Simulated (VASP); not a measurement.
# Mo3W (P4/mmm) in VASP: notebook

Mo3W is run at these levels: PBE; tasks: single point.

Everything below comes from runs of VASP 6.6.1. Logs are shortened: lines on timing, memory, paths and dates and some standing lists are left out, and cuts for length are marked.

**1. The cell of the first run**

It takes space group P4/mmm (No. 123, tetragonal). The conventional cell has a = 3.036 Å, b = 3.036 Å, c = 6.066 Å, α = 90.00°, β = 90.00°, γ = 90.00°. Within 3.5 Å of Mo (site symmetry 4mm) lie 10 Mo at 2.62 to 3.05 Å and 4 W at 2.63 Å. Mo (site symmetry 4/mmm) has 12 Mo at 2.62 to 3.04 Å and 2 W at 3.03 Å within 3.5 Å. Within 3.5 Å of W (site symmetry 4/mmm) lie 10 Mo at 2.63 to 3.03 Å and 4 W at 3.04 Å.

**2. Single point, PBE (13.97 Å³/atom)**

The input, INCAR:

```
  ALGO = Fast
  EDIFF = 1E-6
  ENCUT = 520
  GGA = PE
  ISIF = 2
  ISMEAR = 0
  LASPH = T
  LCHARG = T
  LELF = T
  LREAL = F
  LVHAR = T
  LWAVE = F
  NBANDS = 36
  NELM = 80
  PREC = Accurate
  SIGMA = 0.1
```

The input, KPOINTS:

```
k-points
0
Gamma
  14 14 8
```

The input, POSCAR:

```
Mo3W
1.0
    3.0355337632      0.0000000000      0.0000000000
    0.0000000000      3.0355337632      0.0000000000
    0.0000000000      0.0000000000      6.0655170749
Mo W
3 1
Direct
    0.0000000000      0.0000000000      0.7516265636
    0.5000000000      0.5000000000      0.0000000000
    0.0000000000      0.0000000000      0.2483734364
    0.5000000000      0.5000000000      0.5000000000
```

Potentials or basis: VASP PAW PBE potentials, release 64 (Mo_sv, W_sv).

Command:

```
> cat potpaw_PBE.64/Mo_sv/POTCAR potpaw_PBE.64/W_sv/POTCAR > POTCAR
> mpirun -np 1 vasp_std > vasp.out
```

OUTCAR:

```text
EDIFF = 1E-6
   ENCUT = 520
   GGA = PE
   ISIF = 2
   ISMEAR = 0
   LASPH = T
   LREAL = F
   NELM = 80
   PREC = Accurate

 ion  position               nearest neighbor table
   1  0.000  0.000  0.752-   2 2.62   2 2.62   2 2.62   2 2.62   4 2.63   4 2.63   4 2.63   4 2.63
                             3 3.01   3 3.05
   2  0.500  0.500  0.000-   1 2.62   3 2.62   1 2.62   3 2.62   1 2.62   3 2.62   1 2.62   3 2.62
                             4 3.03   4 3.03
   3  0.000  0.000  0.248-   2 2.62   2 2.62   2 2.62   2 2.62   4 2.63   4 2.63   4 2.63   4 2.63
                             1 3.01   1 3.05
   4  0.500  0.500  0.500-   1 2.63   3 2.63   1 2.63   3 2.63   1 2.63   3 2.63   1 2.63   3 2.63
                             2 3.03   2 3.03

  LATTYP: Found a simple tetragonal cell.
 ALAT       =     3.0355337632
 C/A-ratio  =     1.9981715072

  Lattice vectors:

 A1 = (   3.0355337632,   0.0000000000,   0.0000000000)
 A2 = (   0.0000000000,   3.0355337632,   0.0000000000)
 A3 = (   0.0000000000,   0.0000000000,   6.0655170749)

Analysis of symmetry for initial positions (statically):
=====================================================================
 Subroutine PRICEL returns:
 Original cell was already a primitive cell.

 Routine SETGRP: Setting up the symmetry group for a
 simple tetragonal supercell.

 Subroutine GETGRP returns: Found 16 space group operations
 (whereof 16 operations were pure point group operations)
 out of a pool of 16 trial point group operations.

The static configuration has the point symmetry D_4h.

Analysis of symmetry for dynamics (positions and initial velocities):
=====================================================================
 Subroutine PRICEL returns:
 Original cell was already a primitive cell.

 Routine SETGRP: Setting up the symmetry group for a
 simple tetragonal supercell.

 Subroutine GETGRP returns: Found 16 space group operations
 (whereof 16 operations were pure point group operations)
 out of a pool of 16 trial point group operations.

The dynamic configuration has the point symmetry D_4h.

 Subroutine INISYM returns: Found 16 space group operations
 (whereof 16 operations are pure point group operations),
 and found     1 'primitive' translations

----------------------------------------------------------------------------------------

                                     Primitive cell

  volume of cell :      55.8905

  direct lattice vectors                    reciprocal lattice vectors
     3.035533763  0.000000000  0.000000000     0.329431355  0.000000000  0.000000000
     0.000000000  3.035533763  0.000000000     0.000000000  0.329431355  0.000000000
     0.000000000  0.000000000  6.065517075     0.000000000  0.000000000  0.164866406

  length of vectors
     3.035533763  3.035533763  6.065517075     0.329431355  0.329431355  0.164866406

  position of ions in fractional coordinates (direct lattice)
     0.000000000  0.000000000  0.751626564
     0.500000000  0.500000000  0.000000000
     0.000000000  0.000000000  0.248373436
     0.500000000  0.500000000  0.500000000

  ion indices of the primitive-cell ions
   primitive index   ion index
                 1           1
                 2           2
                 3           3
                 4           4

----------------------------------------------------------------------------------------

 KPOINTS: k-points

Automatic generation of k-mesh.
 Grid dimensions read from file:
 generate k-points for:   14   14    8

 Generating k-lattice:

  Cartesian coordinates                     Fractional coordinates (reciprocal lattice)
     0.023530811  0.000000000  0.000000000     0.071428571  0.000000000  0.000000000
     0.000000000  0.023530811  0.000000000     0.000000000  0.071428571  0.000000000
     0.000000000  0.000000000  0.020608301     0.000000000  0.000000000  0.125000000

  Length of vectors
     0.023530811  0.023530811  0.020608301

  Shift w.r.t. Gamma in fractional coordinates (k-lattice)
     0.000000000  0.000000000  0.000000000

 Subroutine IBZKPT returns following result:
 ===========================================

 Found    180 irreducible k-points:

 Following reciprocal coordinates:
            Coordinates               Weight
  0.000000  0.000000  0.000000      1.000000
  0.071429  0.000000  0.000000      4.000000
  0.142857  0.000000  0.000000      4.000000
  0.214286  0.000000  0.000000      4.000000
  0.285714  0.000000  0.000000      4.000000
  0.357143  0.000000  0.000000      4.000000
[... 16 lines left out ...]
  0.285714  0.214286  0.000000      8.000000
  0.357143  0.214286  0.000000      8.000000
 [... further k-points ...]
   k-points           NKPTS =    180   k-points in BZ     NKDIM =    180   number of bands    NBANDS=     36
   number of dos      NEDOS =    301   number of ions     NIONS =      4
   total plane-waves  NPLWV =  27648
   dimension x,y,z NGX =    24 NGY =   24 NGZ =   48
   dimension x,y,z NGXF=    48 NGYF=   48 NGZF=   96
   ions per type =               3   1
   NGX,Y,Z   is equivalent  to a cutoff of  13.14, 13.14, 13.16 a.u.
   NGXF,Y,Z  is equivalent  to a cutoff of  26.29, 26.29, 26.31 a.u.
 SYSTEM =  unknown system
   PREC   = accura    normal or accurate (medium, high low for compatibility)
   ISTART =      0    job   : 0-new  1-cont  2-samecut
   ICHARG =      2    charge: 1-file 2-atom 10-const
   ISPIN  =      1    spin polarized calculation?
   LNONCOLLINEAR =      F non collinear calculations
   LSORBIT =      F    spin-orbit coupling
   LASPH  =      T    aspherical Exc in radial PAW
   ENCUT  =  520.0 eV  38.22 Ry    6.18 a.u.   5.64  5.64 11.28*2*pi/ulx,y,z
   NELM   =     80;   NELMIN=  2; NELMDL= -5     # of ELM steps
   EDIFF  = 0.1E-05   stopping-criterion for ELM
   LREAL  =      F    real-space projection
   EDIFFG = 0.1E-04   stopping-criterion for IOM
   NSW    =      0    number of steps for IOM
   IBRION =     -1    ionic relax: 0-MD 1-quasi-New 2-CG
   NFREE  =      0    steps in history (QN), initial steepest desc. (CG)
   ISIF   =      2    stress and relaxation
   ISYM   =      2    0-nonsym 1-usesym 2-fastsym
   POTIM  = 0.5000    time-step for ionic-motion
   TEBEG  =    0.0;   TEEND  =   0.0 temperature during run
   PSTRESS=    0.0 pullay stress
   NELECT =      56.0000    total number of electrons
   NUPDOWN=      -1.0000    fix difference up-down
   EMIN   =  10.00;   EMAX   =-10.00  energy-range for DOS
   EFERMI =   0.00;   METHOD = LEGACY
   ISMEAR =     0;   SIGMA  =   0.10  broadening in eV -4-tet -1-fermi 0-gaus
   EFERMI_NEDOS =   21; number of points for ismear=-14 and -15
   IALGO  =     68    algorithm
   IMIX   =      4    mixing-type and parameters
     AMIX     =   0.40;   BMIX     =  1.00
     AMIX_MAG =   1.60;   BMIX_MAG =  1.00
  volume/ion in A,a.u.               =      13.97        94.29
  Fermi-wavevector in a.u.,A,eV,Ry     =   1.638167  3.095687 36.512476  2.683591
  Thomas-Fermi vector in A             =   2.729185
   LORBIT       =      0    0 simple, 1 ext, 2 COOP (PROOUT), +10 PAW based schemes
   GGA     = PE    functional components
   LHFCALC =     F    Hartree Fock is set to
   AEXX    =    0.0000 exact exchange contribution
   IVDW    =     0    specifies the selected vdW correction
   LEPSILON=     F    determine dielectric tensor
   LRPA    =     F    only Hartree local field effects (RPA)
 non-spin polarized calculation
 RMM-DIIS sequential band-by-band and
 Gauss-broadening in eV      SIGMA  =   0.10
  energy-cutoff  :      520.00
  volume of cell :       55.89
 maximum number of plane-waves:      1532
 NGX is ok and might be reduce to    24
   NGX = 11   NGY = 11   NGZ = 23

 number of electron      56.0000005 magnetization

 Free energy of the ion-electron system (eV)
  ---------------------------------------------------
  ext. energy  EPLUGINS =         0.00000000
  ---------------------------------------------------
  free energy    TOTEN  =       -44.78363695 eV

  energy without entropy =      -44.77052923  energy(sigma->0) =      -44.77708309

 E-fermi :  14.2422     XC(G=0): -14.1207

 val. band max:       14.2321855900   @ k =   0.1429   0.0714   0.3750
 cond. band min:      14.2452705612   @ k =   0.4286   0.0000   0.2500
 fundamental gap:      0.0130849712
 Fermi energy:        14.2422213990

 k-point     1 :       0.0000    0.0000    0.0000
  band No.  band energies     occupation
      1     -59.7435      2.00000
      2     -47.0159      2.00000
      3     -46.6946      2.00000
      4     -46.5044      2.00000
      5     -24.1364      2.00000
      6     -23.9635      2.00000
[... 28 lines left out ...]
     35      18.2751      0.00000
     36      18.4236      0.00000

 k-point     2 :       0.0714    0.0000    0.0000
  band No.  band energies     occupation
      1     -59.7426      2.00000
      2     -47.0083      2.00000
      3     -46.6927      2.00000
      4     -46.5092      2.00000
      5     -24.1389      2.00000
      6     -23.9848      2.00000
[... 28 lines left out ...]
     35      18.2932      0.00000
     36      18.4617      0.00000

 k-point     3 :       0.1429    0.0000    0.0000
  band No.  band energies     occupation
      1     -59.7401      2.00000
      2     -46.9859      2.00000
      3     -46.6874      2.00000
      4     -46.5235      2.00000
      5     -24.1466      2.00000
      6     -24.0437      2.00000
[... 28 lines left out ...]
     35      17.7709      0.00000
     36      17.8638      0.00000

 k-point     4 :       0.2143    0.0000    0.0000
  band No.  band energies     occupation
      1     -59.7365      2.00000
      2     -46.9506      2.00000
      3     -46.6798      2.00000
      4     -46.5473      2.00000
      5     -24.1591      2.00000
      6     -24.1274      2.00000
[... 28 lines left out ...]
     35      17.6180      0.00000
     36      17.8950      0.00000

 k-point     5 :       0.2857    0.0000    0.0000
  band No.  band energies     occupation
      1     -59.7324      2.00000
      2     -46.9050      2.00000
      3     -46.6712      2.00000
      4     -46.5800      2.00000
      5     -24.2184      2.00000
      6     -24.1749      2.00000
[... 655 lines left out ...]
 k-point    22 :       0.2143    0.2143    0.0000
  band No.  band energies     occupation
      1     -59.7296      2.00000
      2     -46.8962      2.00000
      3     -46.6654      2.00000
      4     -46.5769      2.00000
      5     -24.1495      2.00000
      6     -24.1146      2.00000
[... 28 lines left out ...]
     35      17.2324      0.00000
     36      17.5026      0.00000

 k-point    23 :       0.2857    0.2143    0.0000
  band No.  band energies     occupation
      1     -59.7257      2.00000
      2     -46.8587      2.00000
      3     -46.6571      2.00000
      4     -46.6000      2.00000
      5     -24.2003      2.00000
      6     -24.1455      2.00000
[... 28 lines left out ...]
     35      17.2095      0.00000
     36      17.5304      0.00000

 k-point    24 :       0.3571    0.2143    0.0000
  band No.  band energies     occupation
      1     -59.7222      2.00000
      2     -46.8168      2.00000
      3     -46.6497      2.00000
      4     -46.6290      2.00000
      5     -24.2825      2.00000
      6     -24.1428      2.00000
[... 28 lines left out ...]
     35      17.1600      0.00000
     36      17.6131      0.00000

 [... further k-points ...]

------------------------ aborting loop because EDIFF is reached ----------------------------------------

  FORCE on cell =-STRESS in cart. coord.  units (eV):
  Direction    XX          YY          ZZ          XY          YZ          ZX
  --------------------------------------------------------------------------------------
  -------------------------------------------------------------------------------------
  Total       16.0397148     16.0397148     16.0354178      0.0000000     -0.0000000      0.0000000
  in kB      459.8003092    459.8003092    459.6771300      0.0000000     -0.0000000      0.0000000
  external PRESSURE =     459.7592495 kB  Pullay stress =       0.0000000 kB

 VOLUME and BASIS-vectors are now :
 -----------------------------------------------------------------------------
  energy-cutoff  :      520.00
  volume of cell :       55.89
      direct lattice vectors                 reciprocal lattice vectors
     3.035533763  0.000000000  0.000000000     0.329431355  0.000000000  0.000000000
     0.000000000  3.035533763  0.000000000     0.000000000  0.329431355  0.000000000
     0.000000000  0.000000000  6.065517075     0.000000000  0.000000000  0.164866406

 POSITION                                       TOTAL-FORCE (eV/Angst)
 -----------------------------------------------------------------------------------
      0.00000      0.00000      4.55900        -0.000000      0.000000      0.016802
      1.51777      1.51777      0.00000         0.000000     -0.000000      0.000000
      0.00000      0.00000      1.50651         0.000000     -0.000000     -0.016802
      1.51777      1.51777      3.03276         0.000000     -0.000000      0.000000
 -----------------------------------------------------------------------------------
    total drift:                                0.000000     -0.000000     -0.000000

  FREE ENERGIE OF THE ION-ELECTRON SYSTEM (eV)
  ---------------------------------------------------
  free  energy   TOTEN  =       -44.7836369544 eV

  energy  without entropy=      -44.7705292297  energy(sigma->0) =      -44.77708309
```

It took 8.2 min on 1 thread of Intel Xeon 8259CL, shared host; peak memory 0.4 GiB.

What came out:

| Item | Value |
| --- | --- |
| Free energy | -44.7836 eV |
| Pressure | 46.0 GPa |
| Largest force | 0.017 eV/Å |
| Band gap on the k mesh | zero (bands 28 and 29 overlap by 2.58 eV) |

Forces in eV/Å, atoms in the order of the input:
```
Mo   0.000  0.000  0.017
Mo   0.000  0.000  0.000
Mo   0.000  0.000 -0.017
W    0.000  0.000  0.000
```

Caveat: the cell stands under pressure; spin-orbit coupling is left out, which moves the levels of the heavy elements.

**3. Single point, PBE (14.45 Å³/atom)**

This run uses another cell than the first one, of 14.45 Å³/atom.

The input, INCAR:

```
SYSTEM = Mo3W
PREC = Accurate ; ENCUT = 520
EDIFF = 1E-7 ; ISMEAR = 0
SIGMA = 0.1 ; LREAL = .FALSE.
LASPH = .TRUE. ; NELM = 100
ALGO = Fast ; ISIF = 2
LWAVE = .FALSE. ; LCHARG = .TRUE.
GGA = PE ; LELF = .TRUE.
LVHAR = .TRUE. ; NBANDS = 36
```

The input, KPOINTS:

```
regular mesh
0
G
  14 14 8
  0 0 0
```

The input, POSCAR:

```
Mo3W
1.0
    3.0691512209      0.0000000000      0.0000000000
    0.0000000000      3.0691512209      0.0000000000
    0.0000000000      0.0000000000      6.1356434025
Mo W
3 1
Direct
    0.0000000000      0.0000000000      0.7514295709
    0.5000000000      0.5000000000      0.0000000000
    0.0000000000      0.0000000000      0.2485704291
    0.5000000000      0.5000000000      0.5000000000
```

Potentials or basis: VASP PAW PBE potentials, release 64 (Mo_sv, W_sv).

Command:

```
> cat potpaw_PBE.64/Mo_sv/POTCAR potpaw_PBE.64/W_sv/POTCAR > POTCAR
> mpirun -np 1 vasp_std > vasp.out
```

Run time: 8.3 min. Hardware: 1 thread of Intel Xeon 8259CL, shared host; peak memory 0.4 GiB.

Results (log left out):

```
Free energy            : -45.2447 eV
Pressure               : 31.8 GPa
Largest force          : 0.014 eV/Å
Band gap on the k mesh : zero (bands 28 and 29 overlap by 2.37 eV)
```

Forces on the atoms (eV/Å):
```
Mo   0.000  0.000  0.014
Mo   0.000  0.000  0.000
Mo   0.000  0.000 -0.014
W    0.000  0.000  0.000
```

Levels at points of the mesh, in eV from the Fermi level:
| k point | band 26 | band 27 | band 28 | band 29 | band 30 | band 31 |
| --- | --- | --- | --- | --- | --- | --- |
| (0.00, 0.00, 0.00) | -1.53 | -0.78 | -0.78 | -0.62 | -0.62 | 0.89 |
| (0.50, 0.00, 0.00) | -0.78 | -0.62 | -0.62 | 0.90 | 1.16 | 1.71 |
| (0.50, 0.50, 0.00) | -2.86 | 1.71 | 1.71 | 1.90 | 1.96 | 2.56 |
| (0.00, 0.00, 0.50) | -1.50 | -0.96 | -0.75 | -0.04 | 0.07 | 1.67 |
| (0.50, 0.00, 0.50) | -1.86 | -1.84 | -1.69 | 0.75 | 0.80 | 1.03 |
| (0.50, 0.50, 0.50) | -0.77 | -0.44 | -0.44 | 2.18 | 2.19 | 2.45 |

Caveat: the cell stands under pressure; spin-orbit coupling is left out, which moves the levels of the heavy elements.

**4. Single point, PBE (14.93 Å³/atom)**

This run uses another cell than the first one, of 14.93 Å³/atom.

The input, INCAR:

```
PREC = Accurate ; ENCUT = 520
EDIFF = 1E-7 ; ISMEAR = 0
SIGMA = 0.1 ; LREAL = False
LASPH = True ; NELM = 80
ALGO = Fast ; ISIF = 2
LWAVE = False ; LCHARG = False
GGA = PE ; NBANDS = 36
```

The input, KPOINTS:

```
regular mesh
0
Gamma
  14 14 8
```

The input, POSCAR:

```
Mo3W
1.0
    3.1017539887      0.0000000000      0.0000000000
    0.0000000000      3.1017539887      0.0000000000
    0.0000000000      0.0000000000      6.2053809461
Mo W
3 1
Direct
    0.0000000000      0.0000000000      0.7512173213
    0.5000000000      0.5000000000      0.0000000000
    0.0000000000      0.0000000000      0.2487826787
    0.5000000000      0.5000000000      0.5000000000
```

Command:

```
> cat potpaw_PBE.64/Mo_sv/POTCAR potpaw_PBE.64/W_sv/POTCAR > POTCAR
> mpirun -np 1 vasp_std > vasp.out
```

It took 8.3 min on 1 thread of Intel Xeon 8259CL, shared host; peak memory 0.41 GiB.

The run converged. Its results:

| Property | Result |
| --- | --- |
| Free energy | -45.5499 eV |
| Pressure | 19.7 GPa |
| Largest force | 0.010 eV/Å |
| Band gap on the k mesh | zero (bands 28 and 29 overlap by 2.20 eV) |

Forces on the atoms (eV/Å):
```
Mo   0.000  0.000  0.010
Mo   0.000  0.000  0.000
Mo   0.000  0.000 -0.010
W    0.000  0.000  0.000
```

Levels at points of the mesh, in eV from the Fermi level:
| k point | band 24 | band 25 | band 26 | band 27 | band 28 | band 29 | band 30 | band 31 | band 32 | band 33 |
| --- | --- | --- | --- | --- | --- | --- | --- | --- | --- | --- |
| (0.00, 0.00, 0.00) | -1.46 | -1.46 | -1.46 | -0.74 | -0.74 | -0.58 | -0.58 | 0.88 | 1.14 | 1.85 |
| (0.50, 0.00, 0.00) | -2.96 | -0.75 | -0.74 | -0.59 | -0.59 | 0.88 | 1.13 | 1.56 | 1.57 | 1.89 |
| (0.50, 0.50, 0.00) | -2.79 | -2.79 | -2.79 | 1.57 | 1.57 | 1.83 | 1.89 | 2.46 | 2.48 | 2.60 |
| (0.00, 0.00, 0.50) | -1.51 | -1.43 | -1.43 | -0.90 | -0.70 | 0.00 | 0.12 | 1.61 | 1.61 | 2.00 |
| (0.50, 0.00, 0.50) | -2.68 | -1.82 | -1.81 | -1.79 | -1.64 | 0.72 | 0.76 | 0.99 | 1.02 | 3.44 |
| (0.50, 0.50, 0.50) | -3.64 | -0.81 | -0.81 | -0.49 | -0.49 | 2.10 | 2.11 | 2.34 | 2.48 | 2.53 |

Caveat: the cell stands under pressure; spin-orbit coupling is left out, which moves the levels of the heavy elements.

**5. Overview**

```csv
cell,further INCAR settings,gap on the mesh (eV),pressure (GPa),largest force (eV/Å)
"a = 3.036, b = 3.036, c = 6.066 Å, 4 atoms",ALGO = Fast; EDIFF = 1e-06; NBANDS = 36,none,46.0,0.02
"a = 3.069, b = 3.069, c = 6.136 Å, 4 atoms",ALGO = Fast; EDIFF = 1e-07; NBANDS = 36,none,31.8,0.01
"a = 3.102, b = 3.102, c = 6.205 Å, 4 atoms",ALGO = Fast; EDIFF = 1e-07; NBANDS = 36,none,19.7,0.01
```

Alike in all rows: task single point; level PBE; potentials or basis VASP PAW PBE potentials, release 64 (Mo_sv, W_sv); no spin polarisation; k mesh 14 × 14 × 8; cutoff (eV) 520; smearing gaussian 0.1 eV.

Caveats: the cell stands under pressure; spin-orbit coupling is left out, which moves the levels of the heavy elements.

Total energies depend on the potentials used, so only differences within one code and one set of settings carry meaning.
